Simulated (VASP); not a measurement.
Input of a VASP 6.6.1 run:

Contents of INCAR:

```
  ALGO = Normal
  EDIFF = 1E-6
  ENCUT = 520
  GGA = PE
  ISIF = 2
  ISMEAR = 0
  LASPH = True
  LCHARG = True
  LELF = True
  LREAL = False
  LVHAR = True
  LWAVE = False
  NBANDS = 20
  NELM = 60
  PREC = Accurate
  SIGMA = 0.1
```

Contents of KPOINTS:

```
k-points
0
Gamma
  6 6 2
```

The input POSCAR:

```
B
1.0
    2.4016410961      0.0000000028      0.0000000000
   -1.2008205505      2.0798821986      0.0000000000
    0.0000000000      0.0000000000      9.3119611121
B
7
Direct
    0.6666666667      0.3333333333      0.6462347389
    0.0000000000      0.0000000000      0.7884928670
    0.6666666667      0.3333333333      0.9286126773
    0.3333333333      0.6666666667      0.0713873227
    0.0000000000      0.0000000000      0.2115071330
    0.3333333333      0.6666666667      0.3537652611
    0.0000000000      0.0000000000      0.5000000000
```

Potentials or basis: VASP PAW PBE potentials, release 64 (B).

The run is started by

```bash
$ cat potpaw_PBE.64/B/POTCAR > POTCAR
$ mpirun -np 1 vasp_std > vasp.out
```

Task: What does it give for the band gap on the k mesh?

Result: Zero (an odd number of electrons rules out a gap without spin polarisation).

Task: What does it give for the pressure?

Result: -0.1 GPa.

Stress tensor (GPa, compression positive):
```
-0.07  0.00  0.00
 0.00 -0.07  0.00
 0.00  0.00 -0.30
```

Caveat: the k points lie up to 0.50 Å⁻¹ apart, too coarse for converged energies and pressures of a metal.
